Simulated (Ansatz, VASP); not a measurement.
# One calculation of TiO2, two programs

File INCAR:

```
PREC     = Accurate       # precision mode
ENCUT    = 1340           # plane-wave cutoff, eV
EDIFF    = 1E-6           # SCF threshold, eV
ISMEAR   = 0              # smearing method
SIGMA    = 0.05           # smearing width, eV
LREAL    = F              # projectors in reciprocal space
LASPH    = T              # aspherical terms in the spheres
NELM     = 200            # most SCF steps
ALGO     = Normal         # electronic algorithm
ISIF     = 2              # what is computed and relaxed
LWAVE    = F              # write WAVECAR
LCHARG   = T              # write CHGCAR
LMAXMIX  = 4              # l up to which the mixer works
LDAU     = T              # DFT+U
LDAUTYPE = 2            
LDAUL    = 2 -1           # shell
LDAUU    = 4 0            # U, eV
LDAUJ    = 0 0          
LDAUPRINT= 1            
GGA      = PE             # functional
IVDW     = 12             # dispersion correction
LELF     = T              # ELF
LVHAR    = T            
NBANDS   = 19             # bands
GGA_COMPAT= F
```

KPOINTS

```
regular mesh
0
Gamma
  9 9 9
```

File POSCAR:

```
TiO2
1.0
    1.3987500000      0.8075686890      5.6001000000
   -1.3987500000      0.8075686890      5.6001000000
    0.0000000000     -1.6151373781      5.6001000000
Ti O
1 2
Direct
    0.0000000000      0.0000000000      0.0000000000
    0.6017580785      0.6017580785      0.6017580785
    0.3982419215      0.3982419215      0.3982419215
```

Input for Ansatz:

```yaml
crystal:
  lattice:
    - [1.39875, 0.807568689, 5.6001]
    - [-1.39875, 0.807568689, 5.6001]
    - [0.0, -1.6151373781, 5.6001]
  atoms:
    - { symbol: Ti, position: [0.0, 0.0, 0.0] }
    - { symbol: O, position: [0.6017580785, 0.6017580785, 0.6017580785] }
    - { symbol: O, position: [0.3982419215, 0.3982419215, 0.3982419215] }
basis:
  ecutwfc: 520.0
kpoints:
  mp_grid: { grid: [9, 9, 9] }
hamiltonian:
  xc: pbe
  pseudopotentials: { kind: paw, azcp: { folder: soft_1 } }
  dispersion: d3bj
  hubbard: { sites: [{ species: Ti, l: d, u_eff: 4.0 }] }
scf:
  occupations: { method: gaussian, width: 0.05 }
output:
  forces: true
  stress: true
  eigenvalues: true
```

Alike in both runs: task single point; functional PBE; dispersion D3(BJ); k mesh 9 × 9 × 9; occupations gaussian, width 0.05 eV; no spin polarisation; Hubbard terms Ti d U = 4.0 eV.

|  | VASP | Ansatz |
| --- | --- | --- |
| version | VASP 6.6.1 | Ansatz 0.2.0 |
| potentials or method | VASP PAW PBE potentials, release 64 (Ti_sv, O_h), cutoff 1340 eV | scalar-relativistic, plane waves, PAW |
| valence electrons in the cell | 24 | 24 |

Ansatz gave:

| Item | Value |
| --- | --- |
| gap on the k mesh at the Fermi level (eV) | 2.90 |
| least direct gap on the mesh (eV) | 3.44 |
| pressure (GPa) | 14.9 |
| traceless stress, the component that is largest in VASP (GPa) | -26.34 |
| rms of the force components (eV/Å) | 0.485 |

**Question.** Estimate VASP's values.

**Answer.** gap on the k mesh at the Fermi level (eV): 2.99; least direct gap on the mesh (eV): 3.59; pressure (GPa): 19.0; traceless stress, the component that is largest in VASP (GPa): -26.35; rms of the force components (eV/Å): 0.258.

The programs project onto different local orbitals, so the same U acts differently, and such runs can settle in different states. Atom by atom the forces differ by 0.227 eV/Å (rms over components).
